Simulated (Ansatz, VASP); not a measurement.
# One calculation of NiSb, two programs

INCAR

```
PREC     = Accurate       # precision mode
ENCUT    = 520            # plane-wave cutoff, eV
EDIFF    = 1E-7           # SCF threshold, eV
ISMEAR   = 0              # smearing method
SIGMA    = 0.05           # smearing width, eV
LREAL    = False          # projectors in reciprocal space
LASPH    = True           # aspherical terms in the spheres
NELM     = 150            # most SCF steps
ALGO     = Normal         # electronic algorithm
ISIF     = 2              # what is computed and relaxed
LWAVE    = False          # write WAVECAR
LCHARG   = False          # write CHGCAR
ISPIN    = 2              # spin polarisation
MAGMOM   = 0.05 0         # initial moments
LORBIT   = 11             # projections on sites
LMAXMIX  = 4              # l up to which the mixer works
GGA      = PE             # functional
NBANDS   = 18             # bands
```

The input KPOINTS:

```
regular mesh
0
Gamma
  12 12 12
```

Contents of POSCAR:

```
NiSb
1.0
    0.0263373783      2.6337378275      2.6337378275
    2.6337378275      0.0263373783      2.6337378275
    2.6600752058      2.6600752058      0.0000000000
Ni Sb
1 1
Direct
    0.5000000000      0.5000000000      0.5000000000
    0.0000000000      0.0000000000      0.0000000000
```

Input for Ansatz:

```yaml
crystal:
  lattice:
    - [0.0263373783, 2.6337378275, 2.6337378275]
    - [2.6337378275, 0.0263373783, 2.6337378275]
    - [2.6600752058, 2.6600752058, 0.0]
  atoms:
    - { symbol: Ni, position: [0.5, 0.5, 0.5], spin: 0.05 }
    - { symbol: Sb, position: [0.0, 0.0, 0.0] }
basis:
  ecutwfc: 420
  ecutrho_ratio: 4
kpoints:
  mp_grid: { grid: [12, 12, 12] }
hamiltonian:
  xc: pbe
scf:
  occupations: { method: gaussian, width: 0.05 }
output:
  forces: true
  stress: true
  eigenvalues: true
  populations: true
magnetization:
  spin_polarized: true
```

Change from the starting cell: strain e6 = +0.02, atoms carried along.

Alike in both runs: task single point; functional PBE; k mesh 12 × 12 × 12; occupations gaussian, width 0.05 eV; collinear spin.

|  | VASP | Ansatz |
| --- | --- | --- |
| version | VASP 6.6.1 | Ansatz 0.2.0 |
| potentials or method | VASP PAW PBE potentials, release 64 (Ni, Sb), cutoff 520 eV | scalar-relativistic, plane waves, PAW |
| valence electrons in the cell | 15 | 33 |

```csv
,VASP,Ansatz,Ansatz less VASP
gap on the k mesh at the Fermi level (eV),none,none,-
pressure (GPa),-0.1,0.0,+0.11
"traceless stress, the component that is largest in VASP (GPa)",-0.10,-0.11,-0.008
net moment per atom (μB),0.00,0.00,0.000
```

A gap of «none» marks a metal or a gap that the smearing closes. The functional is the same, so the differences come from potentials, cutoffs and numerics. VASP's potentials hold 15 valence electrons a cell and Ansatz's 33, so a difference there can come from the potentials and not from the codes. Ansatz's warnings: seeded moment not kept.

Neither program's run includes spin-orbit coupling.
